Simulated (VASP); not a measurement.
# SiC (Moissanite 3C) (F-43m) in VASP: further runs

Runs on SiC (Moissanite 3C). Level: PBE. Tasks: relaxation of cell and atoms.

All numbers are computed with VASP 6.6.1; they aren't measurements. Logs are shortened: lines on timing, memory, paths and dates and some standing lists are left out, and cuts for length are marked.

## Step 1: The cell of the first run

It takes space group F-43m (No. 216, cubic). The conventional cell has a = 4.358 Å, b = 4.358 Å, c = 4.358 Å, α = 90.00°, β = 90.00°, γ = 90.00°. Si (site symmetry -43m) has 4 C at 1.89 Å within 2.5 Å. Within 2.5 Å of C (site symmetry -43m) lie 4 Si at 1.89 Å.

## Step 2: Relaxation of cell and atoms, PBE

INCAR

```
PREC = Accurate ; ENCUT = 600
EDIFF = 1E-6 ; ISMEAR = 0
SIGMA = 0.01 ; LREAL = F
LASPH = T ; NELM = 60
ALGO = Normal ; ISIF = 3
LWAVE = F ; LCHARG = F
GGA = PE ; IBRION = 2
NSW = 80 ; EDIFFG = -0.01
```

KPOINTS

```
regular mesh
0
Gamma
  8 8 8
```

POSCAR

```
SiC
1.0
    0.0000000000      2.1790000000      2.1790000000
    2.1790000000      0.0000000000      2.1790000000
    2.1790000000      2.1790000000      0.0000000000
Si C
1 1
Direct
    0.0000000000      0.0000000000      0.0000000000
    0.2500000000      0.2500000000      0.2500000000
```

Potentials or basis: VASP PAW PBE potentials, release 64 (Si, C).

Run with:

```bash
$ cat potpaw_PBE.64/Si/POTCAR potpaw_PBE.64/C/POTCAR > POTCAR
$ mpirun -np 1 vasp_std > vasp.out
```

OUTCAR:

```text
PREC = Accurate
   ENCUT = 600
   EDIFF = 1E-6
   ISMEAR = 0
   LREAL = F
   LASPH = T
   NELM = 60
   ISIF = 3
   GGA = PE
   IBRION = 2
   NSW = 80
   EDIFFG = -0.01

 ion  position               nearest neighbor table
   1  0.000  0.000  0.000-   2 1.89   2 1.89   2 1.89   2 1.89
   2  0.250  0.250  0.250-   1 1.89   1 1.89   1 1.89   1 1.89

  LATTYP: Found a face centered cubic cell.
 ALAT       =     4.3580000000

  Lattice vectors:

 A1 = (   0.0000000000,   2.1790000000,   2.1790000000)
 A2 = (   2.1790000000,   0.0000000000,   2.1790000000)
 A3 = (   2.1790000000,   2.1790000000,   0.0000000000)

Analysis of symmetry for initial positions (statically):
=====================================================================
 Subroutine PRICEL returns:
 Original cell was already a primitive cell.

 Routine SETGRP: Setting up the symmetry group for a
 face centered cubic supercell.

 Subroutine GETGRP returns: Found 24 space group operations
 (whereof 24 operations were pure point group operations)
 out of a pool of 48 trial point group operations.

The static configuration has the point symmetry T_d .

Analysis of symmetry for dynamics (positions and initial velocities):
=====================================================================
 Subroutine PRICEL returns:
 Original cell was already a primitive cell.

 Routine SETGRP: Setting up the symmetry group for a
 face centered cubic supercell.

 Subroutine GETGRP returns: Found 24 space group operations
 (whereof 24 operations were pure point group operations)
 out of a pool of 48 trial point group operations.

The dynamic configuration has the point symmetry T_d .

 Subroutine INISYM returns: Found 24 space group operations
 (whereof 24 operations are pure point group operations),
 and found     1 'primitive' translations

----------------------------------------------------------------------------------------

                                     Primitive cell

  volume of cell :      20.6920

  direct lattice vectors                    reciprocal lattice vectors
     0.000000000  2.179000000  2.179000000    -0.229463056  0.229463056  0.229463056
     2.179000000  0.000000000  2.179000000     0.229463056 -0.229463056  0.229463056
     2.179000000  2.179000000  0.000000000     0.229463056  0.229463056 -0.229463056

  length of vectors
     3.081571352  3.081571352  3.081571352     0.397441672  0.397441672  0.397441672

  position of ions in fractional coordinates (direct lattice)
     0.000000000  0.000000000  0.000000000
[... 90 lines left out ...]
   NUPDOWN=      -1.0000    fix difference up-down
   EMIN   =  10.00;   EMAX   =-10.00  energy-range for DOS
   EFERMI =   0.00;   METHOD = LEGACY
   ISMEAR =     0;   SIGMA  =   0.01  broadening in eV -4-tet -1-fermi 0-gaus
   EFERMI_NEDOS =   21; number of points for ismear=-14 and -15
   IALGO  =     38    algorithm
   IMIX   =      4    mixing-type and parameters
     AMIX     =   0.40;   BMIX     =  1.00
     AMIX_MAG =   1.60;   BMIX_MAG =  1.00
  volume/ion in A,a.u.               =      10.35        69.82
  Fermi-wavevector in a.u.,A,eV,Ry     =   1.192626  2.253736 19.352338  1.422357
  Thomas-Fermi vector in A             =   2.328660
   LORBIT       =      0    0 simple, 1 ext, 2 COOP (PROOUT), +10 PAW based schemes
   GGA     = PE    functional components
   LHFCALC =     F    Hartree Fock is set to
   AEXX    =    0.0000 exact exchange contribution
   IVDW    =     0    specifies the selected vdW correction
   LEPSILON=     F    determine dielectric tensor
   LRPA    =     F    only Hartree local field effects (RPA)
 conjugate gradient relaxation of ions
 non-spin polarized calculation
 Gauss-broadening in eV      SIGMA  =   0.01
  energy-cutoff  :      600.00
  volume of cell :       20.69
 maximum number of plane-waves:       701
 NGX is ok and might be reduce to    28
   NGX = 13   NGY = 13   NGZ = 13

--------------------------------------- Ionic step        1  -------------------------------------------

 number of electron       8.0000000 magnetization

 Free energy of the ion-electron system (eV)
  ---------------------------------------------------
  ext. energy  EPLUGINS =         0.00000000
  ---------------------------------------------------
  free energy    TOTEN  =       -15.05806663 eV

  energy without entropy =      -15.05806663  energy(sigma->0) =      -15.05806663

------------------------ aborting loop because EDIFF is reached ----------------------------------------

  FORCE on cell =-STRESS in cart. coord.  units (eV):
  Direction    XX          YY          ZZ          XY          YZ          ZX
  --------------------------------------------------------------------------------------
  -------------------------------------------------------------------------------------
  Total        0.3987103      0.3987103      0.3987103     -0.0000000      0.0000000     -0.0000000
  in kB       30.8721100     30.8721100     30.8721100     -0.0000000      0.0000000     -0.0000000
  external PRESSURE =      30.8721100 kB  Pullay stress =       0.0000000 kB
[... 59 lines left out ...]
--------------------------------------- Ionic step        3  -------------------------------------------

 number of electron       8.0000000 magnetization

 Free energy of the ion-electron system (eV)
  ---------------------------------------------------
  ext. energy  EPLUGINS =         0.00000000
  ---------------------------------------------------
  free energy    TOTEN  =       -15.06084703 eV

  energy without entropy =      -15.06084703  energy(sigma->0) =      -15.06084703

 E-fermi :   8.0132     XC(G=0): -11.2943

 val. band max:        7.9497497022   @ k =   0.0000   0.0000   0.0000
 cond. band min:       9.3195157181   @ k =   0.5000   0.5000   0.0000
 fundamental gap:      1.3697660159
 Fermi energy:         8.0132055517

 k-point     1 :       0.0000    0.0000    0.0000
  band No.  band energies     occupation
      1      -7.3435      2.00000
      2       7.9497      2.00000
      3       7.9497      2.00000
      4       7.9497      2.00000
      5      14.0182      0.00000
      6      15.1597      0.00000
      7      15.1597      0.00000
      8      15.1597      0.00000
[... 243 lines left out ...]
 k-point    24 :      -0.3750    0.2500    0.1250
  band No.  band energies     occupation
      1      -3.1881      2.00000
      2       0.1864      2.00000
      3       4.2648      2.00000
      4       5.7120      2.00000
      5      13.1681      0.00000
      6      15.1270      0.00000
      7      17.9805      0.00000
      8      18.8309      0.00000

 [... further k-points ...]
[... 5 lines left out ...]
  --------------------------------------------------------------------------------------
  -------------------------------------------------------------------------------------
  Total        0.0010316      0.0010316      0.0010316      0.0000000      0.0000000      0.0000000
  in kB        0.0787570      0.0787570      0.0787570      0.0000000      0.0000000      0.0000000
  external PRESSURE =       0.0787570 kB  Pullay stress =       0.0000000 kB
[... 17 lines left out ...]
  FREE ENERGIE OF THE ION-ELECTRON SYSTEM (eV)
  ---------------------------------------------------
  free  energy   TOTEN  =       -15.0608470335 eV

  energy  without entropy=      -15.0608470335  energy(sigma->0) =      -15.06084703

 reached required accuracy - stopping structural energy minimisation
```

CONTCAR:

```text
SiC
   1.00000000000000
     0.0000000000000000    2.1892627206117106    2.1892627206117106
     2.1892627206117106    0.0000000000000000    2.1892627206117106
     2.1892627206117106    2.1892627206117106   -0.0000000000000000
  Si              C
     1     1
Direct
     0.0000000000000000    0.0000000000000000    0.0000000000000000
     0.2500000000000000    0.2500000000000000    0.2500000000000000

  0.00000000E+00  0.00000000E+00  0.00000000E+00
  0.00000000E+00  0.00000000E+00  0.00000000E+00
```

Wall time 17 s (1 thread of AMD EPYC 7R43 (Zen 3), shared host); peak memory 0.11 GiB.

What came out:

- Free energy: -15.0608 eV
- Relaxed volume: 10.49 Å³/atom
- Relaxed cell: a = 3.096 Å, b = 3.096 Å, c = 3.096 Å, α = 60.00°, β = 60.00°, γ = 60.00°
- Space group after relaxing (to 0.05 Å): F-43m (No. 216)
- Energy gained by relaxing: 1.4 meV/atom
- Ionic steps: 3
- Pressure after relaxing: 0.0 GPa
- Band gap on the k mesh: 1.37 eV, indirect (least direct gap 4.53 eV)

Step by step:
```tsv
step	energy change (eV)	largest force (eV/Å)	pressure (GPa)	volume (Å³)
1	0.0000	0.0000	3.09	20.69
2	0.0002	0.0000	-3.01	21.29
3	-0.0028	0.0000	0.01	20.99
```

Final structure:
```
Si C
1.0
     0.00000    2.18926    2.18926
     2.18926    0.00000    2.18926
     2.18926    2.18926    0.00000
Si C
1 1
Cartesian
  0.0000 0.0000 0.0000
  1.0946 1.0946 1.0946
```

Levels at points of the mesh, in eV from the valence-band top:
```tsv
k point	band 1	band 2	band 3	band 4	band 5	band 6	band 7	band 8
(0.00, 0.00, 0.00)	-15.29	0.00	0.00	0.00	6.07	7.21	7.21	7.21
(0.50, 0.00, 0.00)	-11.78	-8.46	-1.05	-1.05	5.31	7.17	7.17	9.98
(0.50, 0.50, 0.00)	-10.34	-7.75	-3.16	-3.16	1.37	4.27	13.87	13.87
```

A k mesh can miss the band edges. PBE usually gives volumes a little too large and moduli too small.

(Part 1 of 2 ends here.)
